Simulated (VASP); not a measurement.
Wanted: the native input for a VASP 6.6.1 run.

```yaml
Task: single point
Functional: r2SCAN
Potentials_or_basis: VASP PAW PBE potentials, release 64 (Ag, I)
Cutoff: 550 eV
k_mesh: 6 × 6 × 6
Occupations: gaussian, width 0.01 eV
Spin: no spin polarisation
Dipole_correction: no
Further_INCAR_settings: ALGO = Normal; EDIFF = 1e-06; NBANDS = 16
```

The system is AgI.

```
CELL_PARAMETERS angstrom
-2.34734 2.34734 3.32334
2.34734 -2.34734 3.32334
2.34734 2.34734 -3.32334
ATOMIC_POSITIONS crystal
Ag 0.25000 0.75000 0.50000
I 0.00000 0.00000 0.00000
```

This cell differs from its parent crystal: volume changed by +3%.

The input as run:

POSCAR

```
AgI
1.0
   -2.3473395576      2.3473395576      3.3233359287
    2.3473395576     -2.3473395576      3.3233359287
    2.3473395576      2.3473395576     -3.3233359287
Ag I
1 1
Direct
    0.2500000000      0.7500000000      0.5000000000
    0.0000000000      0.0000000000      0.0000000000
```

INCAR.step1

```
ALGO = Normal ; EDIFF = 1E-5
ENCUT = 550 ; GGA = PE
GGA_COMPAT = False ; ISMEAR = 0
LASPH = True ; LCHARG = False
LREAL = False ; LWAVE = True
NBANDS = 16 ; NELM = 120
PREC = Accurate ; SIGMA = 0.01
```

INCAR.step2

```
ALGO = Normal ; EDIFF = 1E-6
ENCUT = 550 ; GGA_COMPAT = False
ISIF = 2 ; ISMEAR = 0
ISTART = 1 ; LASPH = True
LCHARG = False ; LMIXTAU = True
LREAL = False ; LWAVE = False
METAGGA = R2SCAN ; NBANDS = 16
NELM = 120 ; PREC = Accurate
SIGMA = 0.01
```

KPOINTS

```
k-points
0
Gamma
  6 6 6
```

Potentials or basis: VASP PAW PBE potentials, release 64 (Ag, I).

Launch:

```bash
$ cat potpaw_PBE.64/Ag/POTCAR potpaw_PBE.64/I/POTCAR > POTCAR
$ cp INCAR.step1 INCAR
$ mpirun -np 1 vasp_std > vasp.out
$ cp INCAR.step2 INCAR
$ mpirun -np 1 vasp_std > vasp.out
```

Results of the run:

The pressure is -0.9 GPa. The band gap on the k mesh is 1.79 eV, direct.

Caveat: the PAW data sets were made with another functional, which shifts forces and pressure a little; spin-orbit coupling is left out, which moves the levels of the heavy elements.

Run time: 56 s on 1 thread of Intel(R) Xeon(R) 6975P-C (Granite Rapids) (shared host), peak memory 0.23 GiB.
